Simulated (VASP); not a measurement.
Set up this calculation in VASP 6.6.1, as the native input.

```yaml
Task: relaxation of the atoms
Functional: PBEsol
Potentials_or_basis: VASP PAW PBE potentials, release 64 (Te, Pb_d)
Cutoff: 520 eV
k_mesh: 6 × 6 × 6
Occupations: gaussian, width 0.01 eV
Spin: no spin polarisation
Dipole_correction: no
Further_INCAR_settings: ALGO = Normal; EDIFF = 1e-07; IBRION = 2; EDIFFG = -0.002; NSW = 50
```

The structure of TePb lies in POSCAR:

```
TePb
1.0
   -0.0161066690      3.2132804599      3.2132804599
    3.2132804599     -0.0161066690      3.2132804599
    3.2132804599      3.2132804599     -0.0161066690
Te Pb
1 1
Direct
    0.5000000000      0.5000000000      0.5000000000
    0.0000000000      0.0000000000      0.0000000000
```

This cell differs from its parent crystal: equal xy, yz and zx engineering shears of -0.5 %.

These files were run (other wordings do the same):

INCAR

```
SYSTEM = TePb
ALGO = Normal
EDIFF = 1E-7
EDIFFG = -0.002
ENCUT = 520
GGA = PS
IBRION = 2
ISIF = 2
ISMEAR = 0
LASPH = .TRUE.
LCHARG = .FALSE.
LREAL = .FALSE.
LWAVE = .FALSE.
NELM = 100
NSW = 50
PREC = Accurate
SIGMA = 0.01
```

KPOINTS

```
k-points
0
G
  6 6 6
  0 0 0
```

Potentials or basis: VASP PAW PBE potentials, release 64 (Te, Pb_d).

Run with:

```console
$ cat potpaw_PBE.64/Te/POTCAR potpaw_PBE.64/Pb_d/POTCAR > POTCAR
$ mpirun -np 1 vasp_std > vasp.out
```

Results of the run:

```
Pressure after relaxing : 0.0 GPa
Band gap on the k mesh  : 0.60 eV (least direct gap 0.65 eV)
```

Caveat: the cell differs from its parent crystal (equal xy, yz and zx engineering shears of -0.5 %); the relaxation stopped at its first step, so nothing moved; the PAW data sets were made with another functional, which shifts forces and pressure a little; spin-orbit coupling is left out, which moves the levels of the heavy elements.

Run time: 67 s on 1 thread of Intel Xeon 8259CL, on a shared host, peak memory 0.22 GiB.
